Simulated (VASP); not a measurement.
A run of VASP 6.6.1 is set up as follows.

The input INCAR:

```
ALGO     = Normal         # electronic algorithm
EDIFF    = 1E-6           # SCF threshold, eV
ENCUT    = 520            # plane-wave cutoff, eV
ISIF     = 2              # what is computed and relaxed
ISMEAR   = 0              # smearing method
LASPH    = True           # aspherical terms in the spheres
LCHARG   = False          # write CHGCAR
LREAL    = False          # projectors in reciprocal space
LWAVE    = False          # write WAVECAR
NBANDS   = 11             # bands
NELM     = 60             # most SCF steps
PREC     = Accurate       # precision mode
SIGMA    = 0.05           # smearing width, eV
```

File KPOINTS:

```
k-points
0
Gamma
  12 12 12
```

Contents of POSCAR:

```
Si
1.0
    0.0000000000      2.5418315673      3.0491811481
    2.5418315673      0.0000000000      3.0491811481
    2.5418315673      2.5418315673      0.0000000000
Si
2
Direct
    0.5000000000      0.5000000000      0.5000000000
    0.7500000000      0.7500000000      0.7500000000
```

Potentials or basis: VASP PAW LDA potentials, release 64 (Si).

Run with:

```bash
$ cat potpaw_LDA.64/Si/POTCAR > POTCAR
$ mpirun -np 1 vasp_std > vasp.out
```

Question: What does it give for the band gap on the k mesh?

Answer: Zero (band 4 reaches 6.53 eV, above the bottom of band 5 at 5.95 eV).

Question: Predict the pressure.

Answer: -1.0 GPa.

Stress tensor (GPa, compression positive):
```
  6.17   0.00   0.00
  0.00   6.17   0.00
  0.00   0.00 -15.49
```
